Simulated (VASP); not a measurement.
Crystal: CuO.

```
Cu O
1.0
     3.17550    0.00000    0.00000
     0.00000    3.17550    0.00000
     0.00000    0.00000    4.64953
Cu O
2 2
Cartesian
  0.0000 0.0000 0.0000
  1.5877 1.5877 0.0000
  1.5877 0.0000 1.2414
  0.0000 1.5877 3.4081
```

Base run:

| Quantity | Value |
| --- | --- |
| Program | VASP 6.6.1 |
| Functional | PBE |
| Potentials or basis | VASP PAW PBE potentials, release 64 (Cu, O) |
| Cutoff | 520 eV |
| k mesh | 8 × 8 × 6 |
| Occupations | fermi-dirac, width 0.05 eV |
| Spin | no spin polarisation |
| Hubbard terms | Cu d U = 8.0 eV |

Its results: band gap on the k mesh zero (band 17 reaches 2.65 eV, above the bottom of band 18 at 1.04 eV); pressure 8.3 GPa; largest force 1.270 eV/Å.

Q: The run is repeated on the same cell with these changes: hubbard terms from Cu d U = 8.0 eV to Cu d U = 2.0 eV. What comes out?

A: Band gap on the k mesh zero (band 17 reaches 3.33 eV, above the bottom of band 18 at 2.29 eV); pressure 15.1 GPa; largest force 0.951 eV/Å.

Caveats: U without spin polarisation on a metal has little footing; forces of over 1 eV/Å act on the atoms, so gaps and moduli don't describe the material at rest (some runs).
